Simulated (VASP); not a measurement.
# MgO (P1) in VASP: single point with PBEsol

Aim: the single point of MgO with PBEsol.

Program: VASP 6.6.1. These are calculated values, not measurements. Logs are shortened: lines on timing, memory, paths and dates and some standing lists are left out, and cuts for length are marked.

**1. The cell of the first run**

The typed cell holds 8 atoms: a = 3.303 Å, b = 3.303 Å, c = 10.039 Å, α = 90.00°, β = 90.00°, γ = 120.00°.

**2. Single point, PBEsol (atoms displaced along a vibrational mode)**

INCAR

```
SYSTEM = MgO
  PREC = Accurate
  ENCUT = 600
  EDIFF = 1E-6
  ISMEAR = 0
  SIGMA = 0.05
  LREAL = .False.
  LASPH = .True.
  NELM = 120
  ALGO = Normal
  ISIF = 2
  LWAVE = .False.
  LCHARG = .True.
  GGA = PS
  LELF = .True.
  LVHAR = .True.
  NBANDS = 26
  GGA_COMPAT = .False.
```

KPOINTS

```
Automatic mesh
0
Gamma
  9 9 4
  0 0 0
```

POSCAR

```
MgO
1.0
    3.3034678071      0.0000000000      0.0000000000
   -1.6517339036      2.8608870415      0.0000000000
    0.0000000000      0.0000000000     10.0387760228
Mg O
4 4
Direct
    0.2509956156      0.6666666667     -0.0095965247
    0.4156710511      0.6666666667      0.5132548667
    0.6196146229      0.3333333333      0.2474406148
    0.7137187104      0.3333333333      0.7562177272
    0.2836549019      0.6666666667      0.1900862553
    0.3830117647      0.6666666667      0.7108554027
    0.7437872471      0.3333333333      0.4552458632
    0.5895460863      0.3333333333      0.9456957948
```

Potentials or basis: VASP PAW PBE potentials, release 64 (Mg, O).

Command:

```bash
> cat potpaw_PBE.64/Mg/POTCAR potpaw_PBE.64/O/POTCAR > POTCAR
> mpirun -np 1 vasp_std > vasp.out
```

OUTCAR:

```text
SYSTEM = MgO
   PREC = Accurate
   ENCUT = 600
   EDIFF = 1E-6
   ISMEAR = 0
   LREAL = .False.
   LASPH = .True.
   NELM = 120
   ISIF = 2
   GGA = PS

 ion  position               nearest neighbor table
   1  0.251  0.667  0.990-   8 1.94   8 1.96   8 1.97   5 2.01   4 2.82   4 3.06   3 3.15   3 3.21
                             3 3.27   4 3.28
   2  0.416  0.667  0.513-   7 1.98   6 1.99   7 1.99   7 2.01   4 3.04   3 3.09   4 3.10   4 3.16
                             3 3.31   3 3.51
   3  0.620  0.333  0.247-   5 1.99   5 1.99   5 2.00   7 2.13   2 3.09   1 3.15   1 3.21   1 3.27
                             2 3.31   2 3.51
   4  0.714  0.333  0.756-   8 1.95   6 1.95   6 1.96   6 1.97   1 2.82   2 3.04   1 3.06   2 3.10
                             2 3.16   1 3.28
   5  0.284  0.667  0.190-   3 1.99   3 1.99   3 2.00   1 2.01
   6  0.383  0.667  0.711-   4 1.95   4 1.96   4 1.97   2 1.99
   7  0.744  0.333  0.455-   2 1.98   2 1.99   2 2.01   3 2.13
   8  0.590  0.333  0.946-   1 1.94   4 1.95   1 1.96   1 1.97

  LATTYP: Found a hexagonal cell.
 ALAT       =     3.3034678071
 C/A-ratio  =     3.0388599523

  Lattice vectors:

 A1 = (   3.3034678071,   0.0000000000,   0.0000000000)
 A2 = (  -1.6517339036,   2.8608870415,   0.0000000000)
 A3 = (   0.0000000000,   0.0000000000,  10.0387760228)

Analysis of symmetry for initial positions (statically):
=====================================================================
 Subroutine PRICEL returns:
 Original cell was already a primitive cell.

 Routine SETGRP: Setting up the symmetry group for a
 hexagonal supercell.

 Subroutine GETGRP returns: Found  1 space group operations
 (whereof  1 operations were pure point group operations)
 out of a pool of 24 trial point group operations.

The static configuration has the point symmetry C_1 .

Analysis of symmetry for dynamics (positions and initial velocities):
=====================================================================
 Subroutine PRICEL returns:
 Original cell was already a primitive cell.

 Routine SETGRP: Setting up the symmetry group for a
 hexagonal supercell.

 Subroutine GETGRP returns: Found  1 space group operations
 (whereof  1 operations were pure point group operations)
 out of a pool of 24 trial point group operations.

The dynamic configuration has the point symmetry C_1 .

 Subroutine INISYM returns: Found  1 space group operations
 (whereof  1 operations are pure point group operations),
 and found     1 'primitive' translations

----------------------------------------------------------------------------------------

                                     Primitive cell

  volume of cell :      94.8749

  direct lattice vectors                    reciprocal lattice vectors
     3.303467807  0.000000000  0.000000000     0.302712198  0.174770969  0.000000000
    -1.651733904  2.860887041  0.000000000     0.000000000  0.349541938  0.000000000
     0.000000000  0.000000000 10.038776023     0.000000000  0.000000000  0.099613738

  length of vectors
     3.303467807  3.303467807 10.038776023     0.349541938  0.349541938  0.099613738

  position of ions in fractional coordinates (direct lattice)
     0.250995616  0.666666667  0.990403475
     0.415671051  0.666666667  0.513254867
     0.619614623  0.333333333  0.247440615
     0.713718710  0.333333333  0.756217727
     0.283654902  0.666666667  0.190086255
     0.383011765  0.666666667  0.710855403
     0.743787247  0.333333333  0.455245863
     0.589546086  0.333333333  0.945695795

  ion indices of the primitive-cell ions
   primitive index   ion index
                 1           1
                 2           2
                 3           3
                 4           4
                 5           5
                 6           6
                 7           7
                 8           8

----------------------------------------------------------------------------------------

 KPOINTS: Automatic mesh

Automatic generation of k-mesh.
 Grid dimensions read from file:
 generate k-points for:    9    9    4

 Generating k-lattice:

  Cartesian coordinates                     Fractional coordinates (reciprocal lattice)
     0.033634689  0.019418997  0.000000000     0.111111111 -0.000000000  0.000000000
     0.000000000  0.038837993  0.000000000     0.000000000  0.111111111  0.000000000
     0.000000000  0.000000000  0.024903434     0.000000000  0.000000000  0.250000000

  Length of vectors
     0.038837993  0.038837993  0.024903434

  Shift w.r.t. Gamma in fractional coordinates (k-lattice)
     0.000000000  0.000000000  0.000000000

 Subroutine IBZKPT returns following result:
 ===========================================

 Found    163 irreducible k-points:

 Following reciprocal coordinates:
            Coordinates               Weight
  0.000000  0.000000  0.000000      1.000000
  0.111111 -0.000000  0.000000      2.000000
  0.000000  0.111111  0.000000      2.000000
 -0.111111  0.111111  0.000000      2.000000
  0.222222  0.000000  0.000000      2.000000
  0.000000  0.222222  0.000000      2.000000
[... 16 lines left out ...]
  0.333333  0.111111  0.000000      2.000000
 -0.111111  0.444444  0.000000      2.000000
 [... further k-points ...]
   k-points           NKPTS =    163   k-points in BZ     NKDIM =    163   number of bands    NBANDS=     26
   number of dos      NEDOS =    301   number of ions     NIONS =      8
   total plane-waves  NPLWV =  62720
   dimension x,y,z NGX =    28 NGY =   28 NGZ =   80
   dimension x,y,z NGXF=    56 NGYF=   56 NGZF=  160
   ions per type =               4   4
   NGX,Y,Z   is equivalent  to a cutoff of  14.09, 14.09, 13.25 a.u.
   NGXF,Y,Z  is equivalent  to a cutoff of  28.18, 28.18, 26.50 a.u.
 SYSTEM =  MgO
   PREC   = accura    normal or accurate (medium, high low for compatibility)
   ISTART =      0    job   : 0-new  1-cont  2-samecut
   ICHARG =      2    charge: 1-file 2-atom 10-const
   ISPIN  =      1    spin polarized calculation?
   LNONCOLLINEAR =      F non collinear calculations
   LSORBIT =      F    spin-orbit coupling
   LASPH  =      T    aspherical Exc in radial PAW
   ENCUT  =  600.0 eV  44.10 Ry    6.64 a.u.   6.60  6.60 20.05*2*pi/ulx,y,z
   NELM   =    120;   NELMIN=  2; NELMDL= -5     # of ELM steps
   EDIFF  = 0.1E-05   stopping-criterion for ELM
   LREAL  =      F    real-space projection
[... 7 lines left out ...]
   TEBEG  =    0.0;   TEEND  =   0.0 temperature during run
   PSTRESS=    0.0 pullay stress
   NELECT =      32.0000    total number of electrons
   NUPDOWN=      -1.0000    fix difference up-down
   EMIN   =  10.00;   EMAX   =-10.00  energy-range for DOS
   EFERMI =   0.00;   METHOD = LEGACY
   ISMEAR =     0;   SIGMA  =   0.05  broadening in eV -4-tet -1-fermi 0-gaus
   EFERMI_NEDOS =   21; number of points for ismear=-14 and -15
   IALGO  =     38    algorithm
   IMIX   =      4    mixing-type and parameters
     AMIX     =   0.40;   BMIX     =  1.00
     AMIX_MAG =   1.60;   BMIX_MAG =  1.00
  volume/ion in A,a.u.               =      11.86        80.03
  Fermi-wavevector in a.u.,A,eV,Ry     =   1.139570  2.153475 17.668792  1.298620
  Thomas-Fermi vector in A             =   2.276273
   LORBIT       =      0    0 simple, 1 ext, 2 COOP (PROOUT), +10 PAW based schemes
   GGA     = PS    functional components
   LHFCALC =     F    Hartree Fock is set to
   AEXX    =    0.0000 exact exchange contribution
   IVDW    =     0    specifies the selected vdW correction
   LEPSILON=     F    determine dielectric tensor
   LRPA    =     F    only Hartree local field effects (RPA)
 non-spin polarized calculation
 Gauss-broadening in eV      SIGMA  =   0.05
  energy-cutoff  :      600.00
  volume of cell :       94.87
 maximum number of plane-waves:      3244
   NGX = 13   NGY = 13   NGZ = 41

 number of electron      31.9999999 magnetization

 Free energy of the ion-electron system (eV)
  ---------------------------------------------------
  ext. energy  EPLUGINS =         0.00000000
  ---------------------------------------------------
  free energy    TOTEN  =       -48.70958722 eV

  energy without entropy =      -48.70958722  energy(sigma->0) =      -48.70958722

 E-fermi :   1.3661     XC(G=0):  -9.9643

 val. band max:        1.1318099237   @ k =   0.0000   0.0000   0.0000
 cond. band min:       4.2305571393   @ k =   0.0000   0.0000   0.0000
 fundamental gap:      3.0987472156
 Fermi energy:         1.3661037353

 k-point     1 :       0.0000    0.0000    0.0000
  band No.  band energies     occupation
      1     -15.3287      2.00000
      2     -14.7637      2.00000
      3     -14.6784      2.00000
      4     -14.2341      2.00000
      5      -2.3530      2.00000
      6      -1.0424      2.00000
[... 18 lines left out ...]
     25      14.9778      0.00000
     26      15.3205      0.00000

 k-point     2 :       0.1111   -0.0000    0.0000
  band No.  band energies     occupation
      1     -15.2706      2.00000
      2     -14.7194      2.00000
      3     -14.6333      2.00000
      4     -14.2075      2.00000
      5      -2.2391      2.00000
      6      -1.1490      2.00000
[... 18 lines left out ...]
     25      14.7716      0.00000
     26      15.0210      0.00000

 k-point     3 :       0.0000    0.1111    0.0000
  band No.  band energies     occupation
      1     -15.2691      2.00000
      2     -14.7210      2.00000
      3     -14.6337      2.00000
      4     -14.2077      2.00000
      5      -2.2386      2.00000
      6      -1.1318      2.00000
[... 18 lines left out ...]
     25      14.7836      0.00000
     26      15.1128      0.00000

 k-point     4 :      -0.1111    0.1111    0.0000
  band No.  band energies     occupation
      1     -15.2680      2.00000
      2     -14.7219      2.00000
      3     -14.6342      2.00000
      4     -14.2072      2.00000
      5      -2.2393      2.00000
      6      -1.1476      2.00000
[... 18 lines left out ...]
     25      14.9357      0.00000
     26      15.2066      0.00000

 k-point     5 :       0.2222    0.0000    0.0000
  band No.  band energies     occupation
      1     -15.1178      2.00000
      2     -14.6051      2.00000
      3     -14.5160      2.00000
      4     -14.1413      2.00000
      5      -1.9396      2.00000
      6      -1.5576      2.00000
[... 18 lines left out ...]
     25      14.2526      0.00000
     26      14.7109      0.00000

 k-point     6 :       0.0000    0.2222    0.0000
  band No.  band energies     occupation
      1     -15.1111      2.00000
      2     -14.6123      2.00000
      3     -14.5179      2.00000
      4     -14.1415      2.00000
      5      -1.9448      2.00000
      6      -1.5098      2.00000
[... 427 lines left out ...]
 k-point    21 :       0.1111    0.2222    0.0000
  band No.  band energies     occupation
      1     -14.9885      2.00000
      2     -14.5231      2.00000
      3     -14.4252      2.00000
      4     -14.0928      2.00000
      5      -1.8161      2.00000
      6      -1.7739      2.00000
[... 18 lines left out ...]
     25      13.5495      0.00000
     26      14.3865      0.00000

 k-point    22 :       0.3333   -0.1111    0.0000
  band No.  band energies     occupation
      1     -14.9895      2.00000
      2     -14.5206      2.00000
      3     -14.4258      2.00000
      4     -14.0908      2.00000
      5      -1.8870      2.00000
      6      -1.7589      2.00000
[... 18 lines left out ...]
     25      13.6048      0.00000
     26      14.2691      0.00000

 k-point    23 :       0.3333    0.1111    0.0000
  band No.  band energies     occupation
      1     -14.8333      2.00000
      2     -14.4056      2.00000
      3     -14.3054      2.00000
      4     -14.0370      2.00000
      5      -2.2944      2.00000
      6      -1.9414      2.00000
[... 18 lines left out ...]
     25      13.0215      0.00000
     26      13.9447      0.00000

 k-point    24 :      -0.1111    0.4444    0.0000
  band No.  band energies     occupation
      1     -14.8058      2.00000
      2     -14.4362      2.00000
      3     -14.3141      2.00000
      4     -14.0309      2.00000
      5      -2.1874      2.00000
      6      -2.0123      2.00000
[... 18 lines left out ...]
     25      13.1510      0.00000
     26      13.9430      0.00000

 [... further k-points ...]
[... 5 lines left out ...]
  --------------------------------------------------------------------------------------
  -------------------------------------------------------------------------------------
  Total       -1.0556260     -0.1527530      0.4446524     -0.0577301      0.0127088      0.3734988
  in kB      -17.8266247     -2.5795784      7.5089580     -0.9749035      0.2146167      6.3073695
  external PRESSURE =      -4.2990817 kB  Pullay stress =       0.0000000 kB

 VOLUME and BASIS-vectors are now :
 -----------------------------------------------------------------------------
  energy-cutoff  :      600.00
  volume of cell :       94.87
      direct lattice vectors                 reciprocal lattice vectors
     3.303467807  0.000000000  0.000000000     0.302712198  0.174770969  0.000000000
    -1.651733904  2.860887041  0.000000000     0.000000000  0.349541938  0.000000000
     0.000000000  0.000000000 10.038776023     0.000000000  0.000000000  0.099613738

 POSITION                                       TOTAL-FORCE (eV/Angst)
 -----------------------------------------------------------------------------------
     -0.27200      1.90726      9.94244         0.538275      0.110295      0.882448
      0.27200      1.90726      5.15245        -0.378783      0.057921     -0.545881
      1.49630      0.95363      2.48400         0.252094     -0.057738      0.085099
      1.80717      0.95363      7.59150        -0.238630     -0.119247     -0.261898
     -0.16411      1.90726      1.90823         0.096535      0.042783      0.357531
      0.16411      1.90726      7.13612        -0.265687      0.088127     -0.494097
      1.90650      0.95363      4.57011        -0.270848     -0.040593     -0.092833
      1.39697      0.95363      9.49363         0.267043     -0.081547      0.069630
 -----------------------------------------------------------------------------------
    total drift:                                0.000010      0.000065      0.000993

  FREE ENERGIE OF THE ION-ELECTRON SYSTEM (eV)
  ---------------------------------------------------
  free  energy   TOTEN  =       -48.7095872238 eV

  energy  without entropy=      -48.7095872238  energy(sigma->0) =      -48.70958722
```

It took 3.9 min on 1 thread of Intel Xeon 6975P-C (Granite Rapids), shared host; peak memory 0.52 GiB.

What came out:

| Quantity | Value |
| --- | --- |
| Free energy | -48.7096 eV |
| Pressure | -0.4 GPa |
| Largest force | 1.040 eV/Å |
| Band gap on the k mesh | 3.10 eV |

Forces in eV/Å, atoms in the order of the input:
```
Mg   0.538  0.110  0.882
Mg  -0.379  0.058 -0.546
Mg   0.252 -0.058  0.085
Mg  -0.239 -0.119 -0.262
O    0.097  0.043  0.358
O   -0.266  0.088 -0.494
O   -0.271 -0.041 -0.093
O    0.267 -0.082  0.070
```

Levels at points of the mesh, in eV from the valence-band top:
```tsv
k point	band 13	band 14	band 15	band 16	band 17	band 18	band 19	band 20
(0.00, 0.00, 0.00)	-0.59	-0.33	-0.32	0.00	3.10	5.58	5.72	8.18
(0.00, 0.00, 0.50)	-0.59	-0.58	-0.32	-0.30	3.83	4.22	7.16	7.28
```

Caveat: the cell differs from its parent crystal (atoms displaced along a vibrational mode); the PAW data sets were made with another functional, which shifts forces and pressure a little; an odd mesh through Γ misses points on the zone boundary, where band edges can lie.
